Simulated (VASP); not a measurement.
SiO2: single point with LDA

The system is SiO2.

```
Si O
1.0
     4.03050    0.00000    0.00000
     0.00000    4.03050    0.00000
     0.00000    0.00000    2.98070
Si O
2 4
Direct
  0.50000 0.50000 0.50000
  0.00000 0.00000 0.00000
  0.69443 0.69443 0.00000
  0.19443 0.80557 0.50000
  0.30557 0.30557 0.00000
  0.80557 0.19443 0.50000
```

```
Program             : VASP 6.6.1
Task                : single point
Functional          : LDA
Potentials or basis : VASP PAW LDA potentials, release 64 (Si, O)
Cutoff              : 520 eV
k mesh              : 6 × 6 × 8
Occupations         : gaussian, width 0.05 eV
Spin                : no spin polarisation
```

```
Pressure               : -16.3 GPa
Largest force          : 0.602 eV/Å
Band gap on the k mesh : 4.35 eV
```

Forces in eV/Å, atoms in the order of the input:
```
Si   0.000  0.000  0.000
Si   0.000  0.000  0.000
O    0.426  0.426  0.000
O    0.426 -0.426  0.000
O   -0.426 -0.426  0.000
O   -0.426  0.426  0.000
```

Stress tensor (GPa, compression positive):
```
  1.53   0.00   0.00
  0.00   1.53   0.00
  0.00   0.00 -51.94
```

Levels at points of the mesh, in eV from the valence-band top:
| k point | band 13 | band 14 | band 15 | band 16 | band 17 | band 18 | band 19 | band 20 |
| --- | --- | --- | --- | --- | --- | --- | --- | --- |
| (0.00, 0.00, 0.00) | -2.60 | -0.60 | -0.60 | 0.00 | 4.35 | 4.68 | 6.31 | 6.31 |
| (0.50, 0.00, 0.00) | -2.72 | -2.72 | -0.82 | -0.82 | 6.21 | 6.21 | 7.18 | 7.18 |
| (0.50, 0.50, 0.00) | -2.95 | -2.95 | -1.51 | -1.51 | 5.87 | 5.87 | 8.45 | 8.45 |
| (0.00, 0.00, 0.50) | -3.17 | -3.17 | -2.22 | -2.22 | 8.64 | 8.64 | 11.54 | 11.54 |
| (0.50, 0.00, 0.50) | -1.70 | -1.70 | -1.36 | -1.36 | 8.53 | 8.53 | 10.66 | 10.66 |
| (0.50, 0.50, 0.50) | -1.13 | -1.13 | -1.11 | -1.11 | 6.98 | 6.98 | 11.19 | 11.19 |

It took 68 s on 1 thread of Intel Xeon 8259CL (shared host), peak memory 0.16 GiB.

Caveat: the cell stands under tension. A k mesh can miss the band edges.
